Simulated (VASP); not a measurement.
# Bi (Im-3m) in VASP: a series of runs

The runs below take Bi through relaxation of cell and atoms, with LDA.

Program: VASP 6.6.1. These are calculated values, not measurements. Logs are shortened: lines on timing, memory, paths and dates and some standing lists are left out, and cuts for length are marked.

### Step 1. The cell of the first run

It takes space group Im-3m (No. 229, cubic). The conventional cell has a = 3.138 Å, b = 3.138 Å, c = 3.138 Å, α = 90.00°, β = 90.00°, γ = 90.00°. Bi (site symmetry m-3m) has 14 Bi at 2.72 to 3.14 Å within 3.6 Å.

This isn't the form of Bi at room conditions, which is rhombohedral.

### Step 2. Relaxation of cell and atoms, LDA, target pressure 258.69 GPa, at which the enthalpy is minimised

INCAR reads:

```
  PREC = Accurate
  ENCUT = 600
  EDIFF = 1E-6
  ISMEAR = 0
  SIGMA = 0.05
  LREAL = False
  LASPH = True
  NELM = 80
  ALGO = Normal
  ISIF = 3
  LWAVE = False
  LCHARG = False
  IBRION = 2
  NSW = 80
  EDIFFG = -0.01
  PSTRESS = 2586.9
```

KPOINTS reads:

```
Automatic mesh
0
Gamma
  20 20 20
```

POSCAR reads:

```
Bi
1.0
   -1.5690669945      1.5690669945      1.5690669945
    1.5690669945     -1.5690669945      1.5690669945
    1.5690669945      1.5690669945     -1.5690669945
Bi
1
Direct
    0.0000000000      0.0000000000      0.0000000000
```

Potentials or basis: VASP PAW LDA potentials, release 64 (Bi_d).

The run is started by

```
$ cat potpaw_LDA.64/Bi_d/POTCAR > POTCAR
$ mpirun -np 1 vasp_std > vasp.out
```

OUTCAR:

```text
PREC = Accurate
   ENCUT = 600
   EDIFF = 1E-6
   ISMEAR = 0
   LREAL = False
   LASPH = True
   NELM = 80
   ISIF = 3
   IBRION = 2
   NSW = 80
   EDIFFG = -0.01
   PSTRESS = 2586.9

 ion  position               nearest neighbor table
   1  0.000  0.000  0.000-

  LATTYP: Found a body centered cubic cell.
 ALAT       =     3.1381339890

  Lattice vectors:

 A1 = (  -1.5690669945,   1.5690669945,   1.5690669945)
 A2 = (   1.5690669945,  -1.5690669945,   1.5690669945)
 A3 = (   1.5690669945,   1.5690669945,  -1.5690669945)

Analysis of symmetry for initial positions (statically):
=====================================================================
 Subroutine PRICEL returns:
 Original cell was already a primitive cell.

 Routine SETGRP: Setting up the symmetry group for a
 body centered cubic supercell.

 Subroutine GETGRP returns: Found 48 space group operations
 (whereof 48 operations were pure point group operations)
 out of a pool of 48 trial point group operations.

The static configuration has the point symmetry O_h .

Analysis of symmetry for dynamics (positions and initial velocities):
=====================================================================
 Subroutine PRICEL returns:
 Original cell was already a primitive cell.

 Routine SETGRP: Setting up the symmetry group for a
 body centered cubic supercell.

 Subroutine GETGRP returns: Found 48 space group operations
 (whereof 48 operations were pure point group operations)
 out of a pool of 48 trial point group operations.

The dynamic configuration has the point symmetry O_h .

 Subroutine INISYM returns: Found 48 space group operations
 (whereof 48 operations are pure point group operations),
 and found     1 'primitive' translations

----------------------------------------------------------------------------------------

                                     Primitive cell

  volume of cell :      15.4520

  direct lattice vectors                    reciprocal lattice vectors
    -1.569066994  1.569066994  1.569066994     0.000000000  0.318660708  0.318660708
     1.569066994 -1.569066994  1.569066994     0.318660708  0.000000000  0.318660708
     1.569066994  1.569066994 -1.569066994     0.318660708  0.318660708  0.000000000

  length of vectors
     2.717703755  2.717703755  2.717703755     0.450654296  0.450654296  0.450654296

  position of ions in fractional coordinates (direct lattice)
     0.000000000  0.000000000  0.000000000

  ion indices of the primitive-cell ions
   primitive index   ion index
                 1           1

----------------------------------------------------------------------------------------

 KPOINTS: Automatic mesh

Automatic generation of k-mesh.
 Grid dimensions read from file:
 generate k-points for:   20   20   20

 Generating k-lattice:

  Cartesian coordinates                     Fractional coordinates (reciprocal lattice)
     0.000000000  0.015933035  0.015933035     0.050000000  0.000000000  0.000000000
     0.015933035  0.000000000  0.015933035     0.000000000  0.050000000  0.000000000
     0.015933035  0.015933035  0.000000000     0.000000000  0.000000000  0.050000000

  Length of vectors
     0.022532715  0.022532715  0.022532715

  Shift w.r.t. Gamma in fractional coordinates (k-lattice)
     0.000000000  0.000000000  0.000000000

 Subroutine IBZKPT returns following result:
 ===========================================

 Found    256 irreducible k-points:

 Following reciprocal coordinates:
            Coordinates               Weight
  0.000000  0.000000  0.000000      1.000000
  0.050000  0.000000  0.000000     12.000000
  0.100000  0.000000  0.000000     12.000000
  0.150000  0.000000  0.000000     12.000000
  0.200000  0.000000  0.000000     12.000000
  0.250000  0.000000  0.000000     12.000000
[... 16 lines left out ...]
  0.200000  0.100000  0.000000     48.000000
  0.250000  0.100000 -0.000000     48.000000
 [... further k-points ...]
   k-points           NKPTS =    256   k-points in BZ     NKDIM =    256   number of bands    NBANDS=     11
   number of dos      NEDOS =    301   number of ions     NIONS =      1
   total plane-waves  NPLWV =  13824
   dimension x,y,z NGX =    24 NGY =   24 NGZ =   24
   dimension x,y,z NGXF=    48 NGYF=   48 NGZF=   48
   ions per type =               1
   NGX,Y,Z   is equivalent  to a cutoff of  14.68, 14.68, 14.68 a.u.
   NGXF,Y,Z  is equivalent  to a cutoff of  29.36, 29.36, 29.36 a.u.
 SYSTEM =  unknown system
   PREC   = accura    normal or accurate (medium, high low for compatibility)
   ISTART =      0    job   : 0-new  1-cont  2-samecut
   ICHARG =      2    charge: 1-file 2-atom 10-const
   ISPIN  =      1    spin polarized calculation?
   LNONCOLLINEAR =      F non collinear calculations
   LSORBIT =      F    spin-orbit coupling
   LASPH  =      T    aspherical Exc in radial PAW
   ENCUT  =  600.0 eV  44.10 Ry    6.64 a.u.   5.43  5.43  5.43*2*pi/ulx,y,z
   NELM   =     80;   NELMIN=  2; NELMDL= -5     # of ELM steps
   EDIFF  = 0.1E-05   stopping-criterion for ELM
   LREAL  =      F    real-space projection
   EDIFFG = -.1E-01   stopping-criterion for IOM
   NSW    =     80    number of steps for IOM
   IBRION =      2    ionic relax: 0-MD 1-quasi-New 2-CG
   NFREE  =      1    steps in history (QN), initial steepest desc. (CG)
   ISIF   =      3    stress and relaxation
   ISYM   =      2    0-nonsym 1-usesym 2-fastsym
   POTIM  = 0.5000    time-step for ionic-motion
   TEBEG  =    0.0;   TEEND  =   0.0 temperature during run
   PSTRESS= 2586.9 pullay stress
   NELECT =      15.0000    total number of electrons
   NUPDOWN=      -1.0000    fix difference up-down
   EMIN   =  10.00;   EMAX   =-10.00  energy-range for DOS
   EFERMI =   0.00;   METHOD = LEGACY
   ISMEAR =     0;   SIGMA  =   0.05  broadening in eV -4-tet -1-fermi 0-gaus
   EFERMI_NEDOS =   21; number of points for ismear=-14 and -15
   IALGO  =     38    algorithm
   IMIX   =      4    mixing-type and parameters
     AMIX     =   0.40;   BMIX     =  1.00
     AMIX_MAG =   1.60;   BMIX_MAG =  1.00
  volume/ion in A,a.u.               =      15.45       104.28
  Fermi-wavevector in a.u.,A,eV,Ry     =   1.620978  3.063204 35.750252  2.627569
  Thomas-Fermi vector in A             =   2.714829
   LORBIT       =      0    0 simple, 1 ext, 2 COOP (PROOUT), +10 PAW based schemes
   GGA     = CA    functional components
   LHFCALC =     F    Hartree Fock is set to
   AEXX    =    0.0000 exact exchange contribution
   IVDW    =     0    specifies the selected vdW correction
   LEPSILON=     F    determine dielectric tensor
   LRPA    =     F    only Hartree local field effects (RPA)
 conjugate gradient relaxation of ions
 non-spin polarized calculation
 Gauss-broadening in eV      SIGMA  =   0.05
  energy-cutoff  :      600.00
  volume of cell :       15.45
 maximum number of plane-waves:       535
 NGX is ok and might be reduce to    24
   NGX = 11   NGY = 11   NGZ = 11

--------------------------------------- Ionic step        1  -------------------------------------------

 number of electron      15.0000001 magnetization

 Free energy of the ion-electron system (eV)
  ---------------------------------------------------
  ext. energy  EPLUGINS =         0.00000000
  ---------------------------------------------------
  free energy    TOTEN  =        -0.06986293 eV

  energy without entropy =       -0.06912131  energy(sigma->0) =       -0.06949212

------------------------ aborting loop because EDIFF is reached ----------------------------------------

  FORCE on cell =-STRESS in cart. coord.  units (eV):
  Direction    XX          YY          ZZ          XY          YZ          ZX
  --------------------------------------------------------------------------------------
  -------------------------------------------------------------------------------------
  Total       17.9267577     17.9267577     17.9267577      0.0000000      0.0000000     -0.0000000
  in kB     1858.7795161   1858.7795161   1858.7795161      0.0000000      0.0000000     -0.0000000
  external PRESSURE =    -728.1204839 kB  Pullay stress =    2586.9000000 kB
[... 90 lines left out ...]
  FREE ENERGIE OF THE ION-ELECTRON SYSTEM (eV)
  ---------------------------------------------------
  free  energy   TOTEN  =         0.6963636900 eV

  energy  without entropy=        0.6968906945  energy(sigma->0) =        0.69662719

  enthalpy is  TOTEN    =        24.6596389479 eV   P V=       23.9632752579

[... ionic steps 4 to 16 ...]

--------------------------------------- Ionic step       17  -------------------------------------------

 number of electron      15.0000003 magnetization

------------------------ aborting loop because EDIFF is reached ----------------------------------------

  FORCE on cell =-STRESS in cart. coord.  units (eV):
  Direction    XX          YY          ZZ          XY          YZ          ZX
  --------------------------------------------------------------------------------------
  -------------------------------------------------------------------------------------
  Total       22.8413477     22.8413477     22.8413477     -0.0000000      0.0000000     -0.0000000
  in kB     2582.1508418   2582.1508418   2582.1508418     -0.0000000      0.0000000     -0.0000000
  external PRESSURE =      -4.7491582 kB  Pullay stress =    2586.9000000 kB
[... 59 lines left out ...]
  enthalpy is  TOTEN    =        24.5687786718 eV   P V=       22.8784105270

--------------------------------------- Ionic step       19  -------------------------------------------

 number of electron      15.0000003 magnetization

 Free energy of the ion-electron system (eV)
  ---------------------------------------------------
  ext. energy  EPLUGINS =         0.00000000
  ---------------------------------------------------
  free energy    TOTEN  =         1.70025937 eV

  energy without entropy =        1.70057731  energy(sigma->0) =        1.70041834

 E-fermi :  22.8065     XC(G=0): -14.8459

 val. band max:       22.7813749152   @ k =   0.2500   0.0000   0.0000
 cond. band min:      22.8066747242   @ k =   0.1500   0.1500   0.1500
 fundamental gap:      0.0252998090
 Fermi energy:        22.8065421397

 k-point     1 :       0.0000    0.0000    0.0000
  band No.  band energies     occupation
      1      -3.1260      2.00000
      2      -3.1260      2.00000
      3      -3.1260      2.00000
      4      -1.9109      2.00000
      5      -1.9109      2.00000
      6      -0.3089      2.00000
      7      31.0170      0.00000
      8      31.0170      0.00000
      9      31.0170      0.00000
     10      36.0692      0.00000
     11      36.0692      0.00000
[... 309 lines left out ...]
 k-point    24 :       0.2500    0.1000   -0.0000
  band No.  band energies     occupation
      1      -3.4342      2.00000
      2      -3.2143      2.00000
      3      -2.1166      2.00000
      4      -1.9945      2.00000
      5      -1.8485      2.00000
      6       3.9590      2.00000
      7      20.2416      2.00000
      8      25.5013      0.00000
      9      27.8198      0.00000
     10      32.7644      0.00000
     11      35.3118      0.00000

 [... further k-points ...]

------------------------ aborting loop because EDIFF is reached ----------------------------------------

  FORCE on cell =-STRESS in cart. coord.  units (eV):
  Direction    XX          YY          ZZ          XY          YZ          ZX
  --------------------------------------------------------------------------------------
  -------------------------------------------------------------------------------------
  Total       22.8758171     22.8758171     22.8758171     -0.0000000     -0.0000000     -0.0000000
  in kB     2587.7257280   2587.7257280   2587.7257280     -0.0000000     -0.0000000     -0.0000000
  external PRESSURE =       0.8257280 kB  Pullay stress =    2586.9000000 kB
[... 16 lines left out ...]
  FREE ENERGIE OF THE ION-ELECTRON SYSTEM (eV)
  ---------------------------------------------------
  free  energy   TOTEN  =         1.7002593695 eV

  energy  without entropy=        1.7005773112  energy(sigma->0) =        1.70041834

  enthalpy is  TOTEN    =        24.5687769694 eV   P V=       22.8685175999

 reached required accuracy - stopping structural energy minimisation
```

Run time: 1.9 min. Hardware: 1 thread of Intel Xeon 6975P-C (Granite Rapids), shared host; peak memory 0.2 GiB.

Results:

* Free energy: 1.7003 eV
* Relaxed volume: 14.16 Å³/atom
* Relaxed cell: a = 2.640 Å, b = 2.640 Å, c = 2.640 Å, α = 109.47°, β = 109.47°, γ = 109.47°
* Space group after relaxing (to 0.1 Å): Im-3m (No. 229)
* Energy change on relaxing (the run minimises the enthalpy): +1770.1 meV/atom
* Ionic steps: 19
* Pressure after relaxing: 258.8 GPa
* Band gap on the k mesh: zero (an odd number of electrons rules out a gap without spin polarisation)

Step by step:
```tsv
step	energy change (eV)	largest force (eV/Å)	pressure (GPa)	volume (Å³)
1	0.0000	0.0000	185.88	15.45
2	110.0915	0.0000	7363.50	4.47
3	0.7662	0.0000	217.08	14.84
4	1.1573	0.0000	233.15	14.56
5	1.7879	0.0000	259.62	14.15
6	1.7471	0.0000	258.17	14.18
7	1.7479	0.0000	257.87	14.18
8	1.7504	0.0000	258.00	14.18
9	1.7504	0.0000	258.01	14.18
10	1.7504	0.0000	258.01	14.18
11	1.7504	0.0000	258.02	14.18
12	1.7505	0.0000	258.02	14.18
13	1.7507	0.0000	258.02	14.18
14	1.7510	0.0000	258.03	14.18
15	1.7516	0.0000	258.04	14.17
16	1.7528	0.0000	258.06	14.17
17	1.7553	0.0000	258.22	14.17
18	1.7602	0.0000	258.39	14.17
19	1.7701	0.0000	258.77	14.16
```

Final structure:
```
CELL_PARAMETERS angstrom
-1.52418 1.52418 1.52418
1.52418 -1.52418 1.52418
1.52418 1.52418 -1.52418
ATOMIC_POSITIONS crystal
Bi 0.00000 0.00000 0.00000
```

Caveat: the cell is relaxed towards a set pressure, so the run minimises the enthalpy, not the energy; spin-orbit coupling is left out, which moves the levels of the heavy elements.

### Step 3. Relaxation of cell and atoms, LDA, target pressure 184.47 GPa, at which the enthalpy is minimised

This run uses another cell than the first one, of 16.25 Å³/atom.

INCAR reads:

```
SYSTEM = Bi
PREC = Accurate
ENCUT = 600
EDIFF = 1E-7
ISMEAR = 0
SIGMA = 0.05
LREAL = .FALSE.
LASPH = .TRUE.
NELM = 80
ALGO = Normal
ISIF = 3
LWAVE = .FALSE.
LCHARG = .FALSE.
GGA = CA
IBRION = 2
NSW = 80
EDIFFG = -0.01
PSTRESS = 1844.7
```

KPOINTS reads:

```
Automatic mesh
0
G
  20 20 20
  0 0 0
```

POSCAR reads:

```
Bi
1.0
   -1.5955815482      1.5955815482      1.5955815482
    1.5955815482     -1.5955815482      1.5955815482
    1.5955815482      1.5955815482     -1.5955815482
Bi
1
Direct
    0.0000000000      0.0000000000      0.0000000000
```

Potentials or basis: VASP PAW LDA potentials, release 64 (Bi_d).

The run is started by

```
$ cat potpaw_LDA.64/Bi_d/POTCAR > POTCAR
$ mpirun -np 1 vasp_std > vasp.out
```

Run time: 61 s. Hardware: 1 thread of Intel Xeon 6975P-C (Granite Rapids), shared host; peak memory 0.18 GiB.

Results (log left out):

```yaml
Free_energy: -0.1067 eV
Relaxed_volume: 15.48 Å³/atom
Relaxed_cell: a = 2.720 Å, b = 2.720 Å, c = 2.720 Å, α = 109.47°, β = 109.47°, γ = 109.47°
Space_group_after_relaxing_to_0.1_Å: Im-3m (No. 229)
Energy_change_on_relaxing_the_run_minimises_the_enthalpy: +801.4 meV/atom
Ionic_steps: 5
Pressure_after_relaxing: 184.5 GPa
Band_gap_on_the_k_mesh: zero (an odd number of electrons rules out a gap without spin polarisation)
```

The path:
| step | energy change (eV) | largest force (eV/Å) | pressure (GPa) | volume (Å³) |
| --- | --- | --- | --- | --- |
| 1 | 0.0000 | 0.0000 | 152.26 | 16.25 |
| 2 | 16.9416 | 0.0000 | 937.27 | 9.71 |
| 3 | 0.6056 | 0.0000 | 176.59 | 15.66 |
| 4 | 0.7334 | 0.0000 | 181.74 | 15.54 |
| 5 | 0.8014 | 0.0000 | 184.46 | 15.48 |

Final structure:
```
Bi
1.0
    -1.57014    1.57014    1.57014
     1.57014   -1.57014    1.57014
     1.57014    1.57014   -1.57014
Bi
1
Direct
  0.00000 0.00000 0.00000
```

Levels at points of the mesh, in eV from the Fermi level:
```csv
k point,band 6,band 7,band 8,band 9,band 10,band 11
"(0.00, 0.00, 0.00)",-21.45,8.92,8.92,12.15,12.15,16.45
"(0.50, 0.00, 0.00)",-12.09,-10.98,2.80,3.61,10.01,10.43
"(0.50, 0.50, 0.50)",-4.95,-4.38,-4.38,-4.38,3.29,3.29
```

Caveat: the cell is relaxed towards a set pressure, so the run minimises the enthalpy, not the energy; spin-orbit coupling is left out, which moves the levels of the heavy elements.
